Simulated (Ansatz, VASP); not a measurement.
# ScAl2N3 in VASP and in Ansatz

```xyz
6
Lattice="2.8018 1.6176 3.1851 -2.8018 1.6176 3.1851 0.0000 -3.2352 3.1851" Properties=species:S:1:pos:R:3 pbc="T T T"
Sc    0.0000    0.0000    4.7776
Al    0.0000    0.0000    7.2555
Al    0.0000    0.0000    2.2998
N     0.0000    1.6176    3.1851
N    -1.4009   -0.8088    3.1851
N     1.4009   -0.8088    3.1851
```

Alike in both runs: functional PBE; k mesh 3 × 3 × 3; occupations gaussian, width 0.15 eV; no spin polarisation.

Ansatz relaxed the structure, and its values are those at the end. VASP's run is a single point on that final structure, the one shown.

```csv
,VASP,Ansatz
version,VASP 6.6.1,Ansatz 0.2.0
potentials or method,"VASP PAW PBE potentials, release 64 (Sc_sv, Al, N), cutoff 600 eV","scalar-relativistic, plane waves, PAW"
valence electrons in the cell,32,32
```

```tsv
	VASP	Ansatz	Ansatz less VASP
gap on the k mesh at the Fermi level (eV)	none	none	-
pressure (GPa)	0.3	0.1	-0.17
```

A gap of «none» marks a metal or a gap that the smearing closes.

The k mesh is coarse, so the values compare programs but aren't converged.
